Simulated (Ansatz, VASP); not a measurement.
# One calculation of TiBMoC2, two programs

INCAR

```
ALGO     = Normal         # electronic algorithm
EDIFF    = 1E-6           # SCF threshold, eV
ENCUT    = 520            # plane-wave cutoff, eV
GGA      = PE             # functional
ISIF     = 2              # what is computed and relaxed
ISMEAR   = 0              # smearing method
LASPH    = True           # aspherical terms in the spheres
LCHARG   = False          # write CHGCAR
LREAL    = False          # projectors in reciprocal space
LWAVE    = False          # write WAVECAR
NBANDS   = 26             # bands
NELM     = 80             # most SCF steps
PREC     = Accurate       # precision mode
SIGMA    = 0.1            # smearing width, eV
```

KPOINTS

```
k-points
0
Gamma
  6 6 4
```

Contents of POSCAR:

```
TiBMoC2
1.0
    3.7887292500      0.0000000000      0.0000000000
   -1.8943646200      3.2811357800      0.0000000000
    0.0000000000      0.0000000000      6.4498399400
Ti B Mo C
1 1 1 2
Direct
    0.6666666700      0.3333333300      0.3666610100
    0.3333333300      0.6666666700      0.0262290000
    0.0000000000      0.0000000000      0.6033170200
    0.0000000000      0.0000000000      0.2669130000
    0.6666666700      0.3333333300      0.7368800000
```

Input for Ansatz:

```yaml
crystal:
  lattice:
    - [3.78872925, 0.0, 0.0]
    - [-1.89436462, 3.28113578, 0.0]
    - [0.0, 0.0, 6.44983994]
  atoms:
    - { symbol: Ti, position: [0.66666667, 0.33333333, 0.36666101] }
    - { symbol: B, position: [0.33333333, 0.66666667, 0.026229] }
    - { symbol: Mo, position: [0.0, 0.0, 0.60331702] }
    - { symbol: C, position: [0.0, 0.0, 0.266913] }
    - { symbol: C, position: [0.66666667, 0.33333333, 0.73688] }
basis:
  ecutwfc: 420
kpoints:
  mp_grid: { grid: [6, 6, 4] }
hamiltonian:
  xc: pbe
scf:
  occupations: { method: gaussian, width: 0.1 }
  lower_state_search: "off"
output:
  forces: true
  stress: true
  eigenvalues: true
```

Change from the starting cell: species swapped into the SrLiAlSb2 type (P3m1, No. 156).

Alike in both runs: task single point; functional PBE; k mesh 6 × 6 × 4; occupations gaussian, width 0.1 eV; no spin polarisation.

```csv
,VASP,Ansatz
version,VASP 6.6.1,Ansatz 0.2.0
potentials or method,"VASP PAW PBE potentials, release 64 (Ti_sv, B, Mo_sv, C), cutoff 520 eV","scalar-relativistic, plane waves, PAW"
valence electrons in the cell,37,37
```

Ansatz gave:

* gap on the k mesh at the Fermi level (eV): none
* pressure (GPa): -22.5
* traceless stress, the component that is largest in VASP (GPa): 1.50
* rms of the force components (eV/Å): 1.486

Which values does VASP return?

gap on the k mesh at the Fermi level (eV): none; pressure (GPa): -22.4; traceless stress, the component that is largest in VASP (GPa): 1.48; rms of the force components (eV/Å): 1.485.

Atom by atom the forces differ by 0.007 eV/Å (rms over components). A gap of «none» marks a metal or a gap that the smearing closes.
